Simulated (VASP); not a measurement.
## TiO: single point with PBEsol

The system is TiO.

```
Ti O
1.0
     3.16906    0.00000    0.00000
     0.00000    3.16906    0.00000
     0.00000    0.00000    4.88397
Ti O
2 2
Direct
  0.00000 0.50000 0.00000
  0.50000 0.00000 0.50000
  0.00000 0.00000 0.25000
  0.00000 0.00000 0.75000
```

This cell differs from its parent crystal: volume scaled by 1.020.

```yaml
Program: VASP 6.6.1
Task: single point
Functional: PBEsol
Potentials_or_basis: VASP PAW PBE potentials, release 64 (Ti_sv, O)
Cutoff: 520 eV
k_mesh: 10 × 10 × 6
Occupations: gaussian, width 0.05 eV
Spin: collinear spin, ferromagnetic start
Starting_moments: "[0.05, 0.05, 0.0, 0.0] μB"
Dipole_correction: no
Further_INCAR_settings: ALGO = Normal; EDIFF = 1e-07; NBANDS = 30
```

```yaml
Pressure: -3.1 GPa
Band_gap_on_the_k_mesh: zero (filled and empty bands overlap)
Net_moment: 0.00 μB per cell
Valence_electrons_inside_the_program's_atomic_spheres: Ti 10.24; O 5.08
```

Stress tensor (GPa, compression positive):
```
-3.18  0.00  0.00
 0.00 -3.18  0.00
 0.00  0.00 -2.88
```

Levels at points of the mesh, in eV from the Fermi level:
Spin up:
| k point | band 16 | band 17 | band 18 | band 19 | band 20 | band 21 |
| --- | --- | --- | --- | --- | --- | --- |
| (0.00, 0.00, 0.00) | -3.71 | -3.62 | -1.85 | -0.08 | 0.74 | 1.12 |
| (0.50, 0.00, 0.00) | -4.51 | -1.67 | 0.13 | 0.30 | 0.49 | 0.64 |
| (0.50, 0.50, 0.00) | -5.33 | -2.16 | -0.19 | -0.19 | 0.94 | 1.09 |
| (0.00, 0.00, 0.50) | -5.41 | -2.54 | -2.54 | 0.40 | 0.40 | 1.03 |
| (0.50, 0.00, 0.50) | -4.93 | -1.88 | -0.35 | 0.44 | 0.63 | 0.63 |
| (0.50, 0.50, 0.50) | -6.17 | -1.30 | -1.30 | 0.68 | 0.68 | 0.76 |
Spin down:
```csv
k point,band 16,band 17,band 18,band 19,band 20,band 21
"(0.00, 0.00, 0.00)",-3.71,-3.62,-1.85,-0.08,0.74,1.12
"(0.50, 0.00, 0.00)",-4.51,-1.67,0.13,0.30,0.49,0.64
"(0.50, 0.50, 0.00)",-5.33,-2.16,-0.19,-0.19,0.94,1.09
"(0.00, 0.00, 0.50)",-5.41,-2.54,-2.54,0.40,0.40,1.03
"(0.50, 0.00, 0.50)",-4.93,-1.88,-0.35,0.44,0.63,0.63
"(0.50, 0.50, 0.50)",-6.17,-1.30,-1.30,0.68,0.68,0.76
```

It took 68 s on 1 thread of Intel(R) Xeon(R) 6975P-C (Granite Rapids) (shared host), peak memory 0.29 GiB.

Caveat: the PAW data sets were made with another functional, which shifts forces and pressure a little; semilocal functionals often make such compounds metallic where correlation or magnetic order opens a gap, which also shifts bond lengths.
